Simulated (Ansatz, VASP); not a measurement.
**Two plane-wave programs on Zr3O**

File INCAR:

```
SYSTEM = Zr3O
PREC = Accurate
ENCUT = 520
EDIFF = 1E-7
ISMEAR = 0
SIGMA = 0.15
LREAL = .FALSE.
LASPH = .TRUE.
NELM = 80
ALGO = Normal
ISIF = 2
LWAVE = .FALSE.
LCHARG = .FALSE.
GGA = PS
NBANDS = 52
```

File KPOINTS:

```
regular mesh
0
G
  9 9 8
  0 0 0
```

POSCAR

```
Zr3O
1.0
    5.8497104291      0.0000000000      0.0000000000
   -2.9248552145      5.0659978364      0.0000000000
    0.0000000000      0.0000000000      4.6984874166
Zr O
6 2
Direct
    0.3663331157      0.0000000000      0.0000000000
    0.3663331157      0.3663331157      0.5000000000
    0.0000000000      0.3663331157      0.0000000000
    0.6336668843      0.0000000000      0.5000000000
    0.6336668843      0.6336668843      0.0000000000
    0.0000000000      0.6336668843      0.5000000000
    0.3333333333      0.6666666667      0.2500000000
    0.6666666667      0.3333333333      0.7500000000
```

Input for Ansatz:

```yaml
crystal:
  lattice:
    - [5.8497104291, 0.0, 0.0]
    - [-2.9248552145, 5.0659978364, 0.0]
    - [0.0, 0.0, 4.6984874166]
  atoms:
    - { symbol: Zr, position: [0.3663331157, 0.0, 0.0] }
    - { symbol: Zr, position: [0.3663331157, 0.3663331157, 0.5] }
    - { symbol: Zr, position: [0.0, 0.3663331157, 0.0] }
    - { symbol: Zr, position: [0.6336668843, 0.0, 0.5] }
    - { symbol: Zr, position: [0.6336668843, 0.6336668843, 0.0] }
    - { symbol: Zr, position: [0.0, 0.6336668843, 0.5] }
    - { symbol: O, position: [0.3333333333, 0.6666666667, 0.25] }
    - { symbol: O, position: [0.6666666667, 0.3333333333, 0.75] }
basis:
  ecutwfc: 520.0
kpoints:
  mp_grid: { grid: [9, 9, 8] }
hamiltonian:
  xc: pbesol
  pseudopotentials: { kind: paw, azcp: { folder: soft_1 } }
scf:
  occupations: { method: gaussian, width: 0.15 }
output:
  forces: true
  stress: true
  eigenvalues: true
```

Alike in both runs: task single point; functional PBEsol; k mesh 9 × 9 × 8; occupations gaussian, width 0.15 eV; no spin polarisation.

|  | VASP | Ansatz |
| --- | --- | --- |
| version | VASP 6.6.1 | Ansatz 0.2.0 |
| potentials or method | VASP PAW PBE potentials, release 64 (Zr_sv, O), cutoff 520 eV | scalar-relativistic, plane waves, PAW |
| valence electrons in the cell | 84 | 84 |

VASP gave:

```
gap on the k mesh at the Fermi level (eV)                     : none
pressure (GPa)                                                : 7.3
traceless stress, the component that is largest in VASP (GPa) : 14.67
rms of the force components (eV/Å)                            : 0.835
```

Task: Estimate Ansatz's values.

Result: gap on the k mesh at the Fermi level (eV): none; pressure (GPa): 7.1; traceless stress, the component that is largest in VASP (GPa): 14.65; rms of the force components (eV/Å): 0.824.

VASP's potentials were made for PBE, not for PBEsol, and Ansatz warns of the same on its side. Atom by atom the forces differ by 0.011 eV/Å (rms over components). A gap of «none» marks a metal or a gap that the smearing closes.
